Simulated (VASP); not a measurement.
Rh: single point with PBEsol

Rh:

```
Rh
1.0
     2.38139    0.00000    0.00000
    -1.19069    2.40203    0.00000
     0.00000    0.00000    9.36724
Rh
4
Cartesian
  0.0000 0.0000 0.0000
  0.0000 1.6014 2.3418
  0.0000 0.0000 4.6836
  1.1907 0.8007 7.0254
```

This cell differs from its parent crystal: strain +e along x and -e along y -0.0733, strain +e along z and -e/2 along x and y +0.0733.

| Quantity | Value |
| --- | --- |
| Program | VASP 6.6.1 |
| Task | single point |
| Functional | PBEsol |
| Potentials or basis | VASP PAW PBE potentials, release 64 (Rh_pv) |
| Cutoff | 520 eV |
| k mesh | 18 × 18 × 6 |
| Occupations | gaussian, width 0.15 eV |
| Spin | no spin polarisation |

The pressure is 15.1 GPa and the largest force is 0.218 eV/Å. The band gap on the k mesh is zero (band 30 reaches 13.37 eV, above the bottom of band 31 at 11.03 eV).

Forces in eV/Å, atoms in the order of the input:
```
Rh   0.000  0.000  0.000
Rh   0.000 -0.218  0.000
Rh   0.000  0.000  0.000
Rh   0.000  0.218  0.000
```

Stress tensor (GPa, compression positive):
```
 69.35   0.00   0.00
  0.00  -5.91   0.00
  0.00   0.00 -18.10
```

Levels at points of the mesh, in eV from the Fermi level:
```
           k point  band 26  band 27  band 28  band 29  band 30  band 31  band 32  band 33  band 34  band 35
(0.00, 0.00, 0.00)    -1.44    -1.39    -1.34    -0.77    -0.53    -0.40    -0.37     0.06     0.13     0.27
(0.50, 0.00, 0.00)     0.15     0.23     0.43     1.08     1.11     1.45     1.67     2.24     3.14     5.34
(0.00, 0.50, 0.00)     0.38     0.53     0.79     0.88     1.04     1.09     1.14     1.18     1.37     3.69
(0.00, 0.00, 0.50)    -1.58    -1.48    -1.48    -1.12    -1.12    -0.22    -0.22    -0.12    -0.12     0.61
(0.50, 0.00, 0.50)    -0.78    -0.35    -0.35     1.12     1.12     1.23     1.23     3.72     3.72     5.17
(0.00, 0.50, 0.50)    -1.16     0.49     0.49     1.05     1.05     1.17     1.17     2.39     2.39     3.50
```

Run time: 30 min on 1 thread of AMD EPYC 7R13 (shared host), peak memory 0.53 GiB.

Caveat: the cell differs from its parent crystal (strain +e along x and -e along y -0.0733, strain +e along z and -e/2 along x and y +0.0733); the PAW data sets were made with another functional, which shifts forces and pressure a little.
